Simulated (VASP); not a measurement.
# WSe2: single point with PBE

Crystal: WSe2.

```xyz
6
Lattice="3.2900 0.0000 0.0000 -1.6450 2.8492 0.0000 0.0000 0.0000 13.0997" Properties=species:S:1:pos:R:3 pbc="T T T"
W     0.0000    1.8995    3.2749
W     1.6450    0.9497    9.8248
Se    0.0000    1.8995    8.1349
Se    1.6450    0.9497    1.5851
Se    0.0000    1.8995   11.5146
Se    1.6450    0.9497    4.9648
```

This cell differs from its parent crystal: zz strain of +1 %.

| Item | Value |
| --- | --- |
| Program | VASP 6.6.1 |
| Task | single point |
| Functional | PBE |
| Potentials or basis | VASP PAW PBE potentials, release 64 (W_sv, Se) |
| Cutoff | 520 eV |
| k mesh | 11 × 11 × 3 |
| Occupations | fermi-dirac, width 0.08 eV |
| Spin | no spin polarisation |
| Dipole correction | no |
| Further INCAR settings | ALGO = Normal; EDIFF = 1e-07; NBANDS = 35 |

```yaml
Pressure: 2.4 GPa
Largest_force: 0.059 eV/Å
Band_gap_on_the_k_mesh: 0.98 eV, indirect (least direct gap 1.77 eV)
```

Forces on the atoms (eV/Å):
```
W    0.000  0.000  0.000
W    0.000  0.000  0.000
Se   0.000  0.000  0.059
Se   0.000  0.000  0.059
Se   0.000  0.000 -0.059
Se   0.000  0.000 -0.059
```

Stress tensor (GPa, compression positive):
```
2.64 0.00 0.00
0.00 2.64 0.00
0.00 0.00 1.98
```

Levels at points of the mesh, in eV from the valence-band top:
| k point | band 22 | band 23 | band 24 | band 25 | band 26 | band 27 | band 28 | band 29 | band 30 | band 31 |
| --- | --- | --- | --- | --- | --- | --- | --- | --- | --- | --- |
| (0.00, 0.00, 0.00) | -1.37 | -1.37 | -1.10 | -1.08 | 0.00 | 2.70 | 2.70 | 2.75 | 2.75 | 2.77 |

Run time: 91 s on 1 thread of Intel(R) Xeon(R) Platinum 8559C (Emerald Rapids) (shared host), peak memory 0.29 GiB.

Caveat: the cell differs from its parent crystal (zz strain of +1 %); spin-orbit coupling is left out, which moves the levels of the heavy elements; this functional lacks dispersion, which binds the layers, so the pressure and a relaxed spacing across them are unreliable. A k mesh can miss the band edges.
